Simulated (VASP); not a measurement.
# CdHg5Se6 in VASP: further runs

The runs below take CdHg5Se6 through single point, with PBE.

All numbers are computed with VASP 6.6.1; they aren't measurements. Logs are shortened: lines on timing, memory, paths and dates and some standing lists are left out, and cuts for length are marked.

## Step 1: The cell of the first run

It takes space group P3m1 (No. 156, trigonal). Conventional cell: a = 4.419 Å, b = 4.419 Å, c = 21.673 Å, α = 90.00°, β = 90.00°, γ = 120.00°. Cd (site symmetry 3m) has 4 Se at 2.69 to 2.70 Å within 3.5 Å. Hg (site symmetry 3m) has 4 Se at 2.71 to 2.72 Å within 3.6 Å. Within 3.6 Å of Hg (site symmetry 3m) lie 4 Se at 2.71 to 2.72 Å. Hg (site symmetry 3m) has 4 Se at 2.71 to 2.72 Å within 3.6 Å. Hg (site symmetry 3m) has 4 Se at 2.71 to 2.72 Å within 3.6 Å. Within 3.6 Å of Hg (site symmetry 3m) lie 4 Se at 2.71 to 2.72 Å. Within 3.6 Å of Se (site symmetry 3m) lie 4 Hg at 2.71 to 2.72 Å. Within 3.5 Å of Se (site symmetry 3m) lie 3 Cd at 2.69 Å and 1 Hg at 2.72 Å.

## Step 2: Single point, PBE

Contents of INCAR:

```
SYSTEM = CdHg5Se6
PREC = Accurate
ENCUT = 520
EDIFF = 1E-6
ISMEAR = 0
SIGMA = 0.2
LREAL = .FALSE.
LASPH = .TRUE.
NELM = 60
ALGO = Normal
ISIF = 2
LWAVE = .FALSE.
LCHARG = .FALSE.
GGA = PE
NBANDS = 66
```

Contents of KPOINTS:

```
Automatic mesh
0
G
  6 6 1
  0 0 0
```

Contents of POSCAR:

```
CdHg5Se6
1.0
    4.4194646992     -0.0000000289      0.0000000000
   -2.2097323246      3.8273687151      0.0000000000
    0.0000000000      0.0000000000     21.6728949000
Cd Hg Se
1 5 6
Direct
    0.3333333333      0.6666666667      0.4994680000
    0.6666666667      0.3333333333      0.9998760000
    0.6666666667      0.3333333333      0.3345090000
    0.6666666667      0.3333333333      0.6655650000
    0.3333333333      0.6666666667      0.1671060000
    0.3333333333      0.6666666667      0.8326100000
    0.6666666667      0.3333333333      0.1253310000
    0.6666666667      0.3333333333      0.4599470000
    0.6666666667      0.3333333333      0.7909480000
    0.3333333333      0.6666666667      0.2925430000
    0.3333333333      0.6666666667      0.6239990000
    0.3333333333      0.6666666667      0.9580970000
```

Potentials or basis: VASP PAW PBE potentials, release 64 (Cd, Hg, Se).

The run is started by

```sh
$ cat potpaw_PBE.64/Cd/POTCAR potpaw_PBE.64/Hg/POTCAR potpaw_PBE.64/Se/POTCAR > POTCAR
$ mpirun -np 1 vasp_std > vasp.out
```

OUTCAR:

```text
SYSTEM = CdHg5Se6
   PREC = Accurate
   ENCUT = 520
   EDIFF = 1E-6
   ISMEAR = 0
   LREAL = .FALSE.
   LASPH = .TRUE.
   NELM = 60
   ISIF = 2
   GGA = PE

 ion  position               nearest neighbor table
   1  0.333  0.667  0.499-   8 2.69   8 2.69   8 2.69  11 2.70
   2  0.667  0.333  1.000-  12 2.71  12 2.71  12 2.71   7 2.72
   3  0.667  0.333  0.335-  10 2.71  10 2.71  10 2.71   8 2.72
   4  0.667  0.333  0.666-  11 2.71  11 2.71  11 2.71   9 2.72
   5  0.333  0.667  0.167-   7 2.71   7 2.71   7 2.71  10 2.72
   6  0.333  0.667  0.833-   9 2.71   9 2.71   9 2.71  12 2.72
   7  0.667  0.333  0.125-   5 2.71   5 2.71   5 2.71   2 2.72
   8  0.667  0.333  0.460-   1 2.69   1 2.69   1 2.69   3 2.72
   9  0.667  0.333  0.791-   6 2.71   6 2.71   6 2.71   4 2.72
  10  0.333  0.667  0.293-   3 2.71   3 2.71   3 2.71   5 2.72
  11  0.333  0.667  0.624-   1 2.70   4 2.71   4 2.71   4 2.71
  12  0.333  0.667  0.958-   2 2.71   2 2.71   2 2.71   6 2.72

  LATTYP: Found a hexagonal cell.
 ALAT       =     4.4194646992
 C/A-ratio  =     4.9039637999

  Lattice vectors:

 A1 = (   4.4194646992,  -0.0000000289,   0.0000000000)
 A2 = (  -2.2097323246,   3.8273687151,   0.0000000000)
 A3 = (   0.0000000000,   0.0000000000,  21.6728949000)

Analysis of symmetry for initial positions (statically):
=====================================================================
 Subroutine PRICEL returns:
 Original cell was already a primitive cell.

 Routine SETGRP: Setting up the symmetry group for a
 hexagonal supercell.

 Subroutine GETGRP returns: Found  6 space group operations
 (whereof  6 operations were pure point group operations)
 out of a pool of 24 trial point group operations.

The static configuration has the point symmetry C_3v.

Analysis of symmetry for dynamics (positions and initial velocities):
=====================================================================
 Subroutine PRICEL returns:
 Original cell was already a primitive cell.

 Routine SETGRP: Setting up the symmetry group for a
 hexagonal supercell.

 Subroutine GETGRP returns: Found  6 space group operations
 (whereof  6 operations were pure point group operations)
 out of a pool of 24 trial point group operations.

The dynamic configuration has the point symmetry C_3v.

 Subroutine INISYM returns: Found  6 space group operations
 (whereof  6 operations are pure point group operations),
 and found     1 'primitive' translations

----------------------------------------------------------------------------------------

                                     Primitive cell

  volume of cell :     366.5953

  direct lattice vectors                    reciprocal lattice vectors
     4.419464699 -0.000000029  0.000000000     0.226271748  0.130638053  0.000000000
    -2.209732325  3.827368715  0.000000000     0.000000002  0.261276109  0.000000000
     0.000000000  0.000000000 21.672894900     0.000000000  0.000000000  0.046140583

  length of vectors
     4.419464699  4.419464699 21.672894900     0.261276109  0.261276109  0.046140583

  position of ions in fractional coordinates (direct lattice)
     0.333333333  0.666666667  0.499468000
     0.666666667  0.333333333  0.999876000
     0.666666667  0.333333333  0.334509000
     0.666666667  0.333333333  0.665565000
     0.333333333  0.666666667  0.167106000
     0.333333333  0.666666667  0.832610000
     0.666666667  0.333333333  0.125331000
     0.666666667  0.333333333  0.459947000
     0.666666667  0.333333333  0.790948000
     0.333333333  0.666666667  0.292543000
     0.333333333  0.666666667  0.623999000
     0.333333333  0.666666667  0.958097000

  ion indices of the primitive-cell ions
   primitive index   ion index
                 1           1
                 2           2
                 3           3
                 4           4
                 5           5
                 6           6
                 7           7
                 8           8
                 9           9
                10          10
                11          11
                12          12

----------------------------------------------------------------------------------------

 KPOINTS: Automatic mesh

Automatic generation of k-mesh.
 Grid dimensions read from file:
 generate k-points for:    6    6    1

 Generating k-lattice:

  Cartesian coordinates                     Fractional coordinates (reciprocal lattice)
     0.037711958  0.021773009  0.000000000     0.166666667  0.000000000  0.000000000
     0.000000000  0.043546018  0.000000000     0.000000000  0.166666667  0.000000000
     0.000000000  0.000000000  0.046140583     0.000000000  0.000000000  1.000000000

  Length of vectors
     0.043546018  0.043546018  0.046140583

  Shift w.r.t. Gamma in fractional coordinates (k-lattice)
     0.000000000  0.000000000  0.000000000

 Subroutine IBZKPT returns following result:
 ===========================================

 Found      7 irreducible k-points:

 Following reciprocal coordinates:
            Coordinates               Weight
  0.000000  0.000000  0.000000      1.000000
  0.166667 -0.000000  0.000000      6.000000
  0.333333  0.000000  0.000000      6.000000
  0.500000  0.000000  0.000000      3.000000
  0.166667  0.166667  0.000000      6.000000
  0.333333  0.166667  0.000000     12.000000
  0.333333  0.333333  0.000000      2.000000
   k-points           NKPTS =      7   k-points in BZ     NKDIM =      7   number of bands    NBANDS=     66
   number of dos      NEDOS =    301   number of ions     NIONS =     12
   total plane-waves  NPLWV = 209952
   dimension x,y,z NGX =    36 NGY =   36 NGZ =  162
   dimension x,y,z NGXF=    72 NGYF=   72 NGZF=  324
   ions per type =               1   5   6
   NGX,Y,Z   is equivalent  to a cutoff of  13.54, 13.54, 12.43 a.u.
   NGXF,Y,Z  is equivalent  to a cutoff of  27.08, 27.08, 24.85 a.u.
 SYSTEM =  CdHg5Se6
   PREC   = accura    normal or accurate (medium, high low for compatibility)
   ISTART =      0    job   : 0-new  1-cont  2-samecut
   ICHARG =      2    charge: 1-file 2-atom 10-const
   ISPIN  =      1    spin polarized calculation?
   LNONCOLLINEAR =      F non collinear calculations
   LSORBIT =      F    spin-orbit coupling
   LASPH  =      T    aspherical Exc in radial PAW
   ENCUT  =  520.0 eV  38.22 Ry    6.18 a.u.   8.22  8.22 40.30*2*pi/ulx,y,z
   NELM   =     60;   NELMIN=  2; NELMDL= -5     # of ELM steps
   EDIFF  = 0.1E-05   stopping-criterion for ELM
   LREAL  =      F    real-space projection
   EDIFFG = 0.1E-04   stopping-criterion for IOM
   NSW    =      0    number of steps for IOM
   IBRION =     -1    ionic relax: 0-MD 1-quasi-New 2-CG
   NFREE  =      0    steps in history (QN), initial steepest desc. (CG)
   ISIF   =      2    stress and relaxation
   ISYM   =      2    0-nonsym 1-usesym 2-fastsym
   POTIM  = 0.5000    time-step for ionic-motion
   TEBEG  =    0.0;   TEEND  =   0.0 temperature during run
   PSTRESS=    0.0 pullay stress
   NELECT =     108.0000    total number of electrons
   NUPDOWN=      -1.0000    fix difference up-down
   EMIN   =  10.00;   EMAX   =-10.00  energy-range for DOS
   EFERMI =   0.00;   METHOD = LEGACY
   ISMEAR =     0;   SIGMA  =   0.20  broadening in eV -4-tet -1-fermi 0-gaus
   EFERMI_NEDOS =   21; number of points for ismear=-14 and -15
   IALGO  =     38    algorithm
   IMIX   =      4    mixing-type and parameters
     AMIX     =   0.40;   BMIX     =  1.00
     AMIX_MAG =   1.60;   BMIX_MAG =  1.00
  volume/ion in A,a.u.               =      30.55       206.16
  Fermi-wavevector in a.u.,A,eV,Ry     =   1.089316  2.058508 16.144793  1.186609
  Thomas-Fermi vector in A             =   2.225516
   LORBIT       =      0    0 simple, 1 ext, 2 COOP (PROOUT), +10 PAW based schemes
   GGA     = PE    functional components
   LHFCALC =     F    Hartree Fock is set to
   AEXX    =    0.0000 exact exchange contribution
   IVDW    =     0    specifies the selected vdW correction
   LEPSILON=     F    determine dielectric tensor
   LRPA    =     F    only Hartree local field effects (RPA)
 non-spin polarized calculation
 Gauss-broadening in eV      SIGMA  =   0.20
  energy-cutoff  :      520.00
  volume of cell :      366.60
 maximum number of plane-waves:      9912
 NGX is ok and might be reduce to    36
   NGX = 17   NGY = 17   NGZ = 81

 number of electron     107.9999994 magnetization

 Free energy of the ion-electron system (eV)
  ---------------------------------------------------
  ext. energy  EPLUGINS =         0.00000000
  ---------------------------------------------------
  free energy    TOTEN  =       -25.85851470 eV

  energy without entropy =      -25.84648168  energy(sigma->0) =      -25.85249819

 E-fermi :   0.9810     XC(G=0):  -8.6337

 val. band max:        0.9087726273   @ k =   0.0000   0.0000   0.0000
 cond. band min:       1.8005891013   @ k =   0.0000   0.0000   0.0000
 fundamental gap:      0.8918164741
 Fermi energy:         0.9810337752

 k-point     1 :       0.0000    0.0000    0.0000
  band No.  band energies     occupation
      1     -11.9345      2.00000
      2     -11.8475      2.00000
      3     -11.7900      2.00000
      4     -11.6475      2.00000
      5     -11.6165      2.00000
      6     -11.4884      2.00000
[... 58 lines left out ...]
     65       6.6506      0.00000
     66       6.6692      0.00000

 k-point     2 :       0.1667   -0.0000    0.0000
  band No.  band energies     occupation
      1     -11.8518      2.00000
      2     -11.7726      2.00000
      3     -11.7191      2.00000
      4     -11.5935      2.00000
      5     -11.5672      2.00000
      6     -11.4499      2.00000
[... 334 lines left out ...]
     65       5.9943      0.00000
     66       6.3944      0.00000

 k-point     7 :       0.3333    0.3333    0.0000
  band No.  band energies     occupation
      1     -11.4720      2.00000
      2     -11.4712      2.00000
      3     -11.4666      2.00000
      4     -11.4486      2.00000
      5     -11.4110      2.00000
      6     -11.3461      2.00000
[... 58 lines left out ...]
     65       6.6175      0.00000
     66       6.6331      0.00000

------------------------ aborting loop because EDIFF is reached ----------------------------------------

  FORCE on cell =-STRESS in cart. coord.  units (eV):
  Direction    XX          YY          ZZ          XY          YZ          ZX
  --------------------------------------------------------------------------------------
  -------------------------------------------------------------------------------------
  Total        0.5348426      0.5348426      0.4986838     -0.0000000      0.0000000      0.0000000
  in kB        2.3374896      2.3374896      2.1794601     -0.0000000      0.0000000      0.0000000
  external PRESSURE =       2.2848131 kB  Pullay stress =       0.0000000 kB

 VOLUME and BASIS-vectors are now :
 -----------------------------------------------------------------------------
  energy-cutoff  :      520.00
  volume of cell :      366.60
      direct lattice vectors                 reciprocal lattice vectors
     4.419464699 -0.000000029  0.000000000     0.226271748  0.130638053  0.000000000
    -2.209732325  3.827368715  0.000000000     0.000000002  0.261276109  0.000000000
     0.000000000  0.000000000 21.672894900     0.000000000  0.000000000  0.046140583

 POSITION                                       TOTAL-FORCE (eV/Angst)
 -----------------------------------------------------------------------------------
      0.00000      2.55158     10.82492         0.000000     -0.000000      0.001801
      2.20973      1.27579     21.67021         0.000000     -0.000000      0.006010
      2.20973      1.27579      7.24978        -0.000000     -0.000000      0.007413
      2.20973      1.27579     14.42472        -0.000000     -0.000000     -0.001493
      0.00000      2.55158      3.62167        -0.000000      0.000000      0.010636
      0.00000      2.55158     18.04507         0.000000     -0.000000      0.003753
      2.20973      1.27579      2.71629        -0.000000      0.000000     -0.008102
      2.20973      1.27579      9.96838         0.000000     -0.000000     -0.002966
      2.20973      1.27579     17.14213         0.000000     -0.000000     -0.000799
      0.00000      2.55158      6.34025         0.000000     -0.000000     -0.010832
      0.00000      2.55158     13.52386         0.000000      0.000000     -0.000295
      0.00000      2.55158     20.76474         0.000000     -0.000000     -0.005125
 -----------------------------------------------------------------------------------
    total drift:                               -0.000000     -0.000000     -0.000187

  FREE ENERGIE OF THE ION-ELECTRON SYSTEM (eV)
  ---------------------------------------------------
  free  energy   TOTEN  =       -25.8585146953 eV

  energy  without entropy=      -25.8464816772  energy(sigma->0) =      -25.85249819
```

Run time: 4.1 min. Hardware: 1 thread of Intel Xeon Platinum 8259CL at 2.50GHz (Skylake/Cascade Lake), shared host; peak memory 0.56 GiB.

What came out:

| Quantity | Value |
| --- | --- |
| Free energy | -25.8585 eV |
| Pressure | 0.2 GPa |
| Largest force | 0.011 eV/Å |
| Band gap on the k mesh | zero (filled and empty bands touch) |

Forces on the atoms (eV/Å):
```
Cd   0.000  0.000  0.002
Hg   0.000  0.000  0.006
Hg   0.000  0.000  0.007
Hg   0.000  0.000 -0.001
Hg   0.000  0.000  0.011
Hg   0.000  0.000  0.004
Se   0.000  0.000 -0.008
Se   0.000  0.000 -0.003
Se   0.000  0.000 -0.001
Se   0.000  0.000 -0.011
Se   0.000  0.000  0.000
Se   0.000  0.000 -0.005
```

Levels at points of the mesh, in eV from the Fermi level:
| k point | band 51 | band 52 | band 53 | band 54 | band 55 | band 56 | band 57 | band 58 |
| --- | --- | --- | --- | --- | --- | --- | --- | --- |
| (0.00, 0.00, 0.00) | -0.25 | -0.25 | -0.16 | -0.07 | -0.07 | 0.82 | 0.88 | 0.96 |
| (0.50, 0.00, 0.00) | -1.24 | -1.21 | -1.16 | -0.89 | 1.64 | 1.75 | 1.99 | 2.25 |

Caveat: semilocal functionals underestimate gaps, and a narrow one can read as zero; spin-orbit coupling is left out, which moves the levels of the heavy elements.

## Step 3: Single point, PBE

Contents of INCAR:

```
  PREC = Accurate
  ENCUT = 520
  EDIFF = 1E-6
  ISMEAR = 0
  SIGMA = 0.2
  LREAL = F
  LASPH = T
  NELM = 100
  ALGO = Normal
  ISIF = 2
  LWAVE = F
  LCHARG = F
  GGA = PE
  NBANDS = 66
```

Contents of KPOINTS:

```
Automatic mesh
0
Gamma
  6 6 1
```

Contents of POSCAR:

```
CdHg5Se6
1.0
    4.4190460417      0.0024222302      0.0014697375
   -2.2074819614      3.8280452581     -0.0011258252
    0.0075121351     -0.0026547420     21.6798835424
Cd Hg Se
1 5 6
Direct
    0.3350468719      0.6690626200      0.4993666625
    0.6661081353      0.3347186386      1.0000053445
    0.6668884869      0.3365377136      0.3346505187
    0.6635443579      0.3304511114      0.6655385096
    0.3372453915      0.6644778846      0.1673170912
    0.3307484597      0.6646267075      0.8326610054
    0.6701074456      0.3314812357      0.1252158506
    0.6684369110      0.3353826149      0.4599661807
    0.6646901615      0.3313380910      0.7908981000
    0.3338201086      0.6697525358      0.2924797394
    0.3305184438      0.6645186790      0.6238885059
    0.3328452265      0.6676521678      0.9580114915
```

Potentials or basis: VASP PAW PBE potentials, release 64 (Cd, Hg, Se).

The run is started by

```sh
$ cat potpaw_PBE.64/Cd/POTCAR potpaw_PBE.64/Hg/POTCAR potpaw_PBE.64/Se/POTCAR > POTCAR
$ mpirun -np 1 vasp_std > vasp.out
```

Wall time 10 min (1 thread of Intel Xeon Platinum 8259CL at 2.50GHz (Skylake/Cascade Lake), shared host); peak memory 0.72 GiB.

The run converged. Its results:

```
Free energy            : -25.8586 eV
Pressure               : 0.2 GPa
Largest force          : 0.015 eV/Å
Band gap on the k mesh : zero (filled and empty bands touch)
```

Forces on the atoms (eV/Å):
```
Cd  -0.002 -0.003  0.014
Hg   0.003 -0.003 -0.011
Hg   0.002  0.000 -0.003
Hg   0.000  0.004  0.000
Hg  -0.007  0.003 -0.013
Hg   0.003  0.002 -0.003
Se   0.000  0.001  0.014
Se   0.000 -0.001 -0.008
Se  -0.001  0.000 -0.003
Se   0.002 -0.004  0.009
Se   0.002  0.001 -0.001
Se  -0.001  0.000  0.005
```

Levels at points of the mesh, in eV from the Fermi level:
```
           k point  band 50  band 51  band 52  band 53  band 54  band 55  band 56  band 57  band 58  band 59
(0.00, 0.00, 0.00)    -0.35    -0.25    -0.25    -0.16    -0.07    -0.07     0.82     0.88     0.98     1.06
(0.50, 0.00, 0.00)    -1.28    -1.23    -1.21    -1.16    -0.89     1.64     1.75     1.99     2.24     2.37
(0.00, 0.50, 0.00)    -1.27    -1.23    -1.21    -1.16    -0.89     1.64     1.75     1.99     2.24     2.36
(0.50, 0.50, 0.00)    -1.27    -1.24    -1.22    -1.16    -0.89     1.63     1.75     1.98     2.25     2.37
```

Caveat: semilocal functionals underestimate gaps, and a narrow one can read as zero; spin-orbit coupling is left out, which moves the levels of the heavy elements.

The gap in the log of VASP goes by the Fermi energy; the results here count the filled bands.